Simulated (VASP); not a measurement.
Here is a VASP 6.6.1 calculation.

Contents of INCAR:

```
SYSTEM = N
PREC = Accurate
ENCUT = 520
EDIFF = 1E-6
ISMEAR = -1
SIGMA = 0.1
LREAL = .FALSE.
LASPH = .TRUE.
NELM = 100
ALGO = Normal
ISIF = 2
LWAVE = .FALSE.
LCHARG = .FALSE.
GGA = CA
NBANDS = 12
```

The input KPOINTS:

```
Automatic mesh
0
G
  12 12 8
  0 0 0
```

POSCAR

```
N
1.0
    2.5526287758      0.0000000000      0.0000000000
   -1.2763143879      2.2106408717      0.0000000000
    0.0000000000      0.0000000000      2.4781899281
N
2
Direct
    0.6666666667      0.3333333333      0.2500000000
    0.3333333333      0.6666666667      0.7500000000
```

Potentials or basis: VASP PAW LDA potentials, release 64 (N).

Command:

```sh
$ cat potpaw_LDA.64/N/POTCAR > POTCAR
$ mpirun -np 1 vasp_std > vasp.out
```

(1) Predict the pressure.

(2) Estimate the band gap on the k mesh.

Answers

(1) -14.5 GPa.

(2) zero (band 5 reaches 7.11 eV, above the bottom of band 6 at 2.58 eV).
